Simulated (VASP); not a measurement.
Set up this calculation in VASP 6.6.1, as the native input.

```yaml
Task: relaxation of cell and atoms
Functional: PBE
Potentials_or_basis: VASP PAW PBE potentials, release 64 (B, N)
Cutoff: 600 eV
k_mesh: 6 × 6 × 2
Occupations: gaussian, width 0.1 eV
Spin: no spin polarisation
Dipole_correction: no
Further_INCAR_settings: ALGO = Normal; EDIFF = 1e-07; IBRION = 2; EDIFFG = -0.025; NSW = 80; ISIF = 3
```

The structure of BN lies in POSCAR:

```
BN
1.0
    2.5619961424      0.0060897774     -0.0172375927
   -1.2757241692      2.2480068156      0.0052670398
   -0.0566546640     -0.0127204036      8.4932616433
B N
4 4
Direct
    0.0234634738      0.0342127514      0.0894882302
    0.0030211299     -0.0223946101      0.5917870135
    0.3223536109      0.6796987112      0.3480403130
    0.6916111889      0.3211512982      0.8506262381
   -0.0358445515      0.9660143289      0.4015774738
   -0.0027899639     -0.0030442695      0.9018249378
    0.3220883662      0.6573479141      0.1542637211
    0.6760967456      0.3670138758      0.6623920725
```

These files were run (other wordings do the same):

INCAR

```
SYSTEM = BN
PREC = Accurate ; ENCUT = 600
EDIFF = 1E-7 ; ISMEAR = 0
SIGMA = 0.1 ; LREAL = .FALSE.
LASPH = .TRUE. ; NELM = 80
ALGO = Normal ; ISIF = 3
LWAVE = .FALSE. ; LCHARG = .FALSE.
GGA = PE ; IBRION = 2
NSW = 80 ; EDIFFG = -0.025
```

KPOINTS

```
Automatic mesh
0
G
  6 6 2
  0 0 0
```

Potentials or basis: VASP PAW PBE potentials, release 64 (B, N).

Launch:

```bash
$ cat potpaw_PBE.64/B/POTCAR potpaw_PBE.64/N/POTCAR > POTCAR
$ mpirun -np 1 vasp_std > vasp.out
```

It gave:

```yaml
Relaxed_volume: 5.96 Å³/atom
Relaxed_cell: a = 2.559 Å, b = 2.559 Å, c = 8.409 Å, α = 90.00°, β = 90.00°, γ = 120.00°
Space_group_after_relaxing_to_0.05_Å: P6_3mc (No. 186)
Energy_gained_by_relaxing: 111.1 meV/atom
Ionic_steps: 16
Pressure_after_relaxing: -0.1 GPa
Largest_force_after_relaxing: 0.017 eV/Å
Band_gap_on_the_k_mesh: 5.49 eV, indirect (least direct gap 7.50 eV)
```

Caveat: the k points lie up to 0.47 Å⁻¹ apart in the final cell.

Wall time 3.7 min on 1 thread of Intel(R) Xeon(R) 6975P-C (Granite Rapids), with other jobs on the host, peak memory 0.18 GiB.
